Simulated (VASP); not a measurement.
# NaI (R-3m) in VASP: a series of runs

Runs on NaI. Level: r2SCAN. Tasks: single point.

Program: VASP 6.6.1. These are calculated values, not measurements. Logs are shortened: lines on timing, memory, paths and dates and some standing lists are left out, and cuts for length are marked.

### Step 1. The cell of the first run

The structure is trigonal, space group R-3m (No. 166). The conventional cell has a = 4.832 Å, b = 4.832 Å, c = 10.060 Å, α = 90.00°, β = 90.00°, γ = 120.00°. Within 4.4 Å of Na (site symmetry -3m) lie 6 I at 3.25 Å and 6 Na at 4.36 Å. Within 4.4 Å of I (site symmetry -3m) lie 6 Na at 3.25 Å and 6 I at 4.36 Å.

### Step 2. Single point, r2SCAN

POSCAR reads:

```
NaI
1.0
   -0.3416561300      3.0749051701      3.0749051701
    3.0749051701     -0.3416561300      3.0749051701
    3.0749051701      3.0749051701     -0.3416561300
Na I
1 1
Direct
    0.0000000000      0.0000000000      0.0000000000
    0.5000000000      0.5000000000      0.5000000000
```

INCAR.step1 reads:

```
PREC = Accurate ; ENCUT = 520
ISMEAR = 0 ; SIGMA = 0.05
LREAL = F ; LASPH = T
NELM = 100 ; NBANDS = 14
GGA = PE ; ALGO = Normal
EDIFF = 1E-4 ; LWAVE = T
LCHARG = F
```

INCAR.step2 reads:

```
PREC = Accurate ; ENCUT = 520
EDIFF = 1E-6 ; ISMEAR = 0
SIGMA = 0.05 ; LREAL = F
LASPH = T ; NELM = 100
ALGO = Normal ; ISIF = 2
LWAVE = F ; LCHARG = T
METAGGA = R2SCAN ; LMIXTAU = T
LELF = T ; LVHAR = T
NBANDS = 14 ; ISTART = 1
```

KPOINTS reads:

```
regular mesh
0
Gamma
  8 8 8
```

Potentials or basis: VASP PAW PBE potentials, release 64 (Na_pv, I).

On the command line:

```bash
> cat potpaw_PBE.64/Na_pv/POTCAR potpaw_PBE.64/I/POTCAR > POTCAR
> cp INCAR.step1 INCAR
> mpirun -np 1 vasp_std > vasp.out
> cp INCAR.step2 INCAR
> mpirun -np 1 vasp_std > vasp.out
```

OUTCAR:

```text
PREC = Accurate
   ENCUT = 520
   EDIFF = 1E-6
   ISMEAR = 0
   LREAL = F
   LASPH = T
   NELM = 100
   ISIF = 2
   METAGGA = R2SCAN
   ISTART = 1

 ion  position               nearest neighbor table
   1  0.000  0.000  0.000-
   2  0.500  0.500  0.500-

  LATTYP: Found a trigonal (rhomboedric) cell.
 ALAT       =     4.3619734664
 COS(alpha) =     0.3865030675

  Lattice vectors:

 A1 = (  -0.3416561300,   3.0749051701,   3.0749051701)
 A2 = (   3.0749051701,  -0.3416561300,   3.0749051701)
 A3 = (   3.0749051701,   3.0749051701,  -0.3416561300)

Analysis of symmetry for initial positions (statically):
=====================================================================
 Subroutine PRICEL returns:
 Original cell was already a primitive cell.

 Routine SETGRP: Setting up the symmetry group for a
 trigonal (rhombohedral) supercell.

 Subroutine GETGRP returns: Found 12 space group operations
 (whereof 12 operations were pure point group operations)
 out of a pool of 12 trial point group operations.

The static configuration has the point symmetry D_3d.

Analysis of symmetry for dynamics (positions and initial velocities):
=====================================================================
 Subroutine PRICEL returns:
 Original cell was already a primitive cell.

 Routine SETGRP: Setting up the symmetry group for a
 trigonal (rhombohedral) supercell.

 Subroutine GETGRP returns: Found 12 space group operations
 (whereof 12 operations were pure point group operations)
 out of a pool of 12 trial point group operations.

The dynamic configuration has the point symmetry D_3d.

 Subroutine INISYM returns: Found 12 space group operations
 (whereof 12 operations are pure point group operations),
 and found     1 'primitive' translations

----------------------------------------------------------------------------------------

                                     Primitive cell

  volume of cell :      67.7980

  direct lattice vectors                    reciprocal lattice vectors
    -0.341656130  3.074905170  3.074905170    -0.137737390  0.154954563  0.154954563
     3.074905170 -0.341656130  3.074905170     0.154954563 -0.137737390  0.154954563
     3.074905170  3.074905170 -0.341656130     0.154954563  0.154954563 -0.137737390

  length of vectors
     4.361973466  4.361973466  4.361973466     0.258830875  0.258830875  0.258830875

  position of ions in fractional coordinates (direct lattice)
     0.000000000  0.000000000  0.000000000
     0.500000000  0.500000000  0.500000000

  ion indices of the primitive-cell ions
   primitive index   ion index
                 1           1
                 2           2

----------------------------------------------------------------------------------------

 KPOINTS: regular mesh

Automatic generation of k-mesh.
 Grid dimensions read from file:
 generate k-points for:    8    8    8

 Generating k-lattice:

  Cartesian coordinates                     Fractional coordinates (reciprocal lattice)
    -0.017217174  0.019369320  0.019369320     0.125000000 -0.000000000 -0.000000000
     0.019369320 -0.017217174  0.019369320    -0.000000000  0.125000000 -0.000000000
     0.019369320  0.019369320 -0.017217174    -0.000000000 -0.000000000  0.125000000

  Length of vectors
     0.032353859  0.032353859  0.032353859

  Shift w.r.t. Gamma in fractional coordinates (k-lattice)
     0.000000000  0.000000000  0.000000000

 Subroutine IBZKPT returns following result:
 ===========================================

 Found     65 irreducible k-points:

 Following reciprocal coordinates:
            Coordinates               Weight
  0.000000  0.000000  0.000000      1.000000
  0.125000  0.000000  0.000000      6.000000
  0.250000  0.000000  0.000000      6.000000
  0.375000  0.000000  0.000000      6.000000
  0.500000  0.000000  0.000000      3.000000
  0.125000  0.125000  0.000000      6.000000
[... 16 lines left out ...]
  0.250000  0.125000  0.125000      6.000000
  0.375000  0.125000  0.125000      6.000000
 [... further k-points ...]
   k-points           NKPTS =     65   k-points in BZ     NKDIM =     65   number of bands    NBANDS=     14
   number of dos      NEDOS =    301   number of ions     NIONS =      2
   total plane-waves  NPLWV =  32768
   dimension x,y,z NGX =    32 NGY =   32 NGZ =   32
   dimension x,y,z NGXF=    64 NGYF=   64 NGZF=   64
   ions per type =               1   1
   NGX,Y,Z   is equivalent  to a cutoff of  12.20, 12.20, 12.20 a.u.
   NGXF,Y,Z  is equivalent  to a cutoff of  24.39, 24.39, 24.39 a.u.
 SYSTEM =  unknown system
   PREC   = accura    normal or accurate (medium, high low for compatibility)
   ISTART =      1    job   : 0-new  1-cont  2-samecut
   ICHARG =      0    charge: 1-file 2-atom 10-const
   ISPIN  =      1    spin polarized calculation?
   LNONCOLLINEAR =      F non collinear calculations
   LSORBIT =      F    spin-orbit coupling
   LASPH  =      T    aspherical Exc in radial PAW
   ENCUT  =  520.0 eV  38.22 Ry    6.18 a.u.   8.11  8.11  8.11*2*pi/ulx,y,z
   NELM   =    100;   NELMIN=  2; NELMDL=  0     # of ELM steps
   EDIFF  = 0.1E-05   stopping-criterion for ELM
   LREAL  =      F    real-space projection
   EDIFFG = 0.1E-04   stopping-criterion for IOM
   NSW    =      0    number of steps for IOM
   IBRION =     -1    ionic relax: 0-MD 1-quasi-New 2-CG
   NFREE  =      0    steps in history (QN), initial steepest desc. (CG)
   ISIF   =      2    stress and relaxation
   ISYM   =      2    0-nonsym 1-usesym 2-fastsym
   POTIM  = 0.5000    time-step for ionic-motion
   TEBEG  =    0.0;   TEEND  =   0.0 temperature during run
   PSTRESS=    0.0 pullay stress
   NELECT =      14.0000    total number of electrons
   NUPDOWN=      -1.0000    fix difference up-down
   EMIN   =  10.00;   EMAX   =-10.00  energy-range for DOS
   EFERMI =   0.00;   METHOD = LEGACY
   ISMEAR =     0;   SIGMA  =   0.05  broadening in eV -4-tet -1-fermi 0-gaus
   EFERMI_NEDOS =   21; number of points for ismear=-14 and -15
   IALGO  =     38    algorithm
   IMIX   =      4    mixing-type and parameters
     AMIX     =   0.40;   BMIX     =  1.00
     AMIX_MAG =   1.60;   BMIX_MAG =  1.00
  volume/ion in A,a.u.               =      33.90       228.76
  Fermi-wavevector in a.u.,A,eV,Ry     =   0.967636  1.828567 12.739397  0.936319
  Thomas-Fermi vector in A             =   2.097538
   LORBIT       =      0    0 simple, 1 ext, 2 COOP (PROOUT), +10 PAW based schemes
   METAGGA = R2SCAN    functional components
   LHFCALC =     F    Hartree Fock is set to
   AEXX    =    0.0000 exact exchange contribution
   IVDW    =     0    specifies the selected vdW correction
   LEPSILON=     F    determine dielectric tensor
   LRPA    =     F    only Hartree local field effects (RPA)
 non-spin polarized calculation
 Gauss-broadening in eV      SIGMA  =   0.05
  energy-cutoff  :      520.00
  volume of cell :       67.80
 maximum number of plane-waves:      1848
   NGX = 17   NGY = 17   NGZ = 17

 number of electron      14.0000014 magnetization

 Free energy of the ion-electron system (eV)
  ---------------------------------------------------
  ext. energy  EPLUGINS =         0.00000000
  ---------------------------------------------------
  free energy    TOTEN  =       -31.03386848 eV

  energy without entropy =      -31.03386848  energy(sigma->0) =      -31.03386848

 E-fermi :   1.1123     XC(G=0):  -8.0709

 val. band max:        0.9150573534   @ k =   0.0000   0.0000   0.0000
 cond. band min:       4.8207094095   @ k =   0.0000   0.0000   0.0000
 fundamental gap:      3.9056520561
 Fermi energy:         1.1122952113

 k-point     1 :       0.0000    0.0000    0.0000
  band No.  band energies     occupation
      1     -22.8216      2.00000
      2     -22.8079      2.00000
      3     -22.8079      2.00000
      4     -10.8339      2.00000
      5       0.3442      2.00000
      6       0.3442      2.00000
      7       0.9151      2.00000
      8       4.8207      0.00000
      9       8.4034      0.00000
     10       8.4034      0.00000
     11      10.5461      0.00000
     12      11.0031      0.00000
     13      11.0031      0.00000
     14      11.5910      0.00000

 k-point     2 :       0.1250    0.0000    0.0000
  band No.  band energies     occupation
      1     -22.8218      2.00000
      2     -22.8084      2.00000
      3     -22.8079      2.00000
      4     -10.7920      2.00000
      5      -0.0397      2.00000
      6       0.3253      2.00000
      7       0.8162      2.00000
      8       5.2998      0.00000
      9       8.3552      0.00000
     10       8.5595      0.00000
     11      10.4488      0.00000
     12      10.4666      0.00000
     13      10.7805      0.00000
     14      12.4318      0.00000

 k-point     3 :       0.2500    0.0000    0.0000
  band No.  band energies     occupation
      1     -22.8225      2.00000
      2     -22.8097      2.00000
      3     -22.8078      2.00000
      4     -10.6872      2.00000
      5      -0.8374      2.00000
      6       0.2813      2.00000
      7       0.6919      2.00000
      8       6.0581      0.00000
      9       8.4642      0.00000
     10       8.7186      0.00000
     11      10.0833      0.00000
     12      10.2076      0.00000
     13      11.4789      0.00000
     14      12.1233      0.00000
[... 324 lines left out ...]
 k-point    23 :       0.2500    0.1250    0.1250
  band No.  band energies     occupation
      1     -22.8232      2.00000
      2     -22.8088      2.00000
      3     -22.8079      2.00000
      4     -10.6922      2.00000
      5      -0.4104      2.00000
      6       0.2888      2.00000
      7       0.3972      2.00000
      8       5.9371      0.00000
      9       8.2736      0.00000
     10       8.8873      0.00000
     11       9.3988      0.00000
     12       9.5694      0.00000
     13      11.0147      0.00000
     14      12.7939      0.00000

 k-point    24 :       0.3750    0.1250    0.1250
  band No.  band energies     occupation
      1     -22.8239      2.00000
      2     -22.8100      2.00000
      3     -22.8078      2.00000
      4     -10.5840      2.00000
      5      -1.1447      2.00000
      6       0.2454      2.00000
      7       0.3264      2.00000
      8       6.6570      0.00000
      9       8.0842      0.00000
     10       8.8485      0.00000
     11       9.1497      0.00000
     12       9.5944      0.00000
     13      12.8333      0.00000
     14      13.2591      0.00000

 [... further k-points ...]

------------------------ aborting loop because EDIFF is reached ----------------------------------------

  FORCE on cell =-STRESS in cart. coord.  units (eV):
  Direction    XX          YY          ZZ          XY          YZ          ZX
  --------------------------------------------------------------------------------------
  -------------------------------------------------------------------------------------
  Total       -0.0485773     -0.0485773     -0.0485773      0.2871914      0.2871914      0.2871914
  in kB       -1.1479627     -1.1479627     -1.1479627      6.7868063      6.7868063      6.7868063
  external PRESSURE =      -1.1479627 kB  Pullay stress =       0.0000000 kB

 VOLUME and BASIS-vectors are now :
 -----------------------------------------------------------------------------
  energy-cutoff  :      520.00
  volume of cell :       67.80
      direct lattice vectors                 reciprocal lattice vectors
    -0.341656130  3.074905170  3.074905170    -0.137737390  0.154954563  0.154954563
     3.074905170 -0.341656130  3.074905170     0.154954563 -0.137737390  0.154954563
     3.074905170  3.074905170 -0.341656130     0.154954563  0.154954563 -0.137737390

 POSITION                                       TOTAL-FORCE (eV/Angst)
 -----------------------------------------------------------------------------------
      0.00000      0.00000      0.00000         0.000000     -0.000000     -0.000000
      2.90408      2.90408      2.90408        -0.000000      0.000000      0.000000
 -----------------------------------------------------------------------------------
    total drift:                                0.000000     -0.000000     -0.000000

  FREE ENERGIE OF THE ION-ELECTRON SYSTEM (eV)
  ---------------------------------------------------
  free  energy   TOTEN  =       -31.0338684837 eV

  energy  without entropy=      -31.0338684837  energy(sigma->0) =      -31.03386848
```

It took 50 s on 1 thread of Intel Xeon 6975P-C (Granite Rapids), shared host; peak memory 0.22 GiB.

What came out:

```
Free energy            : -31.0339 eV
Pressure               : -0.1 GPa
Band gap on the k mesh : 3.91 eV
```

Levels at points of the mesh, in eV from the valence-band top:
```csv
k point,band 5,band 6,band 7,band 8,band 9,band 10
"(0.00, 0.00, 0.00)",-0.57,-0.57,0.00,3.91,7.49,7.49
"(0.50, 0.00, 0.00)",-2.65,-0.69,-0.35,5.40,7.44,8.72
"(0.50, 0.50, 0.00)",-2.35,-1.49,-0.76,4.61,5.89,9.81
"(0.50, 0.50, 0.50)",-2.44,-1.06,-1.06,4.86,6.90,6.90
```

Caveat: the PAW data sets were made with another functional, which shifts forces and pressure a little; spin-orbit coupling is left out, which moves the levels of the heavy elements. A k mesh can miss the band edges.

(Part 1 of 2 ends here.)
